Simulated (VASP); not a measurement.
Runs of VASP 6.6.1 on MnSe. It takes space group Fm-3m (No. 225, cubic). Conventional cell: a = 5.440 Å, b = 5.440 Å, c = 5.440 Å, α = 90.00°, β = 90.00°, γ = 90.00°. Mn (site symmetry m-3m) has 6 Se at 2.72 Å within 3.6 Å. Within 3.6 Å of Se (site symmetry m-3m) lie 6 Mn at 2.72 Å. 

```tsv
spin	fixed moment (μB)	pressure (GPa)	moment (μB)
collinear, ferromagnetic start	4.8	-6.5	4.80
collinear, zero start	0.0	-20.5	0.00
collinear	0.8	-20.3	0.80
collinear	2.4	(a)	2.40
collinear	1.6	(b)	1.60
collinear, ferromagnetic start	4.0	-11.8	4.00
collinear	3.2	-15.6	3.20
```

Alike in all rows: task single point; level LDA; potentials or basis VASP PAW LDA potentials, release 64 (Mn_pv, Se); cell as given; k mesh 9 × 9 × 9; cutoff (eV) 500; smearing fermi-dirac 0.3 eV.

Fill in the values left out.

(a) -18.0; (b) -19.5.

Caveats: the cell stands under tension; so wide a smearing shifts energies and pressures; the total moment is fixed, so each spin has its own Fermi level and the state may be an excited one (at least some runs); a cell with one magnetic atom can't hold antiferromagnetic order, which such compounds often take (at least some runs); the total moment is fixed, so each spin has its own Fermi level (at least some runs).
